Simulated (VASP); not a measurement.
Wanted: the native input for a VASP 6.6.1 run.

```yaml
Task: single point
Functional: PBE
Dispersion: D3(BJ)
Potentials_or_basis: VASP PAW PBE potentials, release 64 (Sn_d)
Cutoff: 500 eV
k_mesh: 6 × 6 × 4
Occupations: gaussian, width 0.1 eV
Spin: no spin polarisation
Dipole_correction: no
Further_INCAR_settings: ALGO = Normal; EDIFF = 1e-06; NBANDS = 21
```

The structure of Sn lies in POSCAR:

```
Sn
1.0
    3.6323590069      0.0000000000      0.0000000000
   -1.8161795034      3.1457151756      0.0000000000
    0.0000000000      0.0000000000      5.2574241440
Sn
2
Direct
    0.3333333333      0.6666666667      0.0000000000
    0.6666666667      0.3333333333      0.0000000000
```

One way to write it, as run:

INCAR

```
PREC = Accurate ; ENCUT = 500
EDIFF = 1E-6 ; ISMEAR = 0
SIGMA = 0.1 ; LREAL = False
LASPH = True ; NELM = 120
ALGO = Normal ; ISIF = 2
LWAVE = False ; LCHARG = False
GGA = PE ; IVDW = 12
NBANDS = 21 ; GGA_COMPAT = False
```

KPOINTS

```
Automatic mesh
0
Gamma
  6 6 4
```

Potentials or basis: VASP PAW PBE potentials, release 64 (Sn_d).

The run is started by

```bash
$ cat potpaw_PBE.64/Sn_d/POTCAR > POTCAR
$ mpirun -np 1 vasp_std > vasp.out
```

Results of the run:

* Pressure: 96.2 GPa
* Band gap on the k mesh: zero (band 14 reaches 7.82 eV, above the bottom of band 15 at 6.52 eV)
* Dispersion energy per atom: -0.331 eV

Caveat: spin-orbit coupling is left out, which moves the levels of the heavy elements; pairwise dispersion overbinds metals, which lowers pressure and volume.

Run time: 20 s on 1 thread of Intel(R) Xeon(R) Platinum 8259CL CPU @ 2.50GHz (Skylake/Cascade Lake) (shared host), peak memory 0.19 GiB.
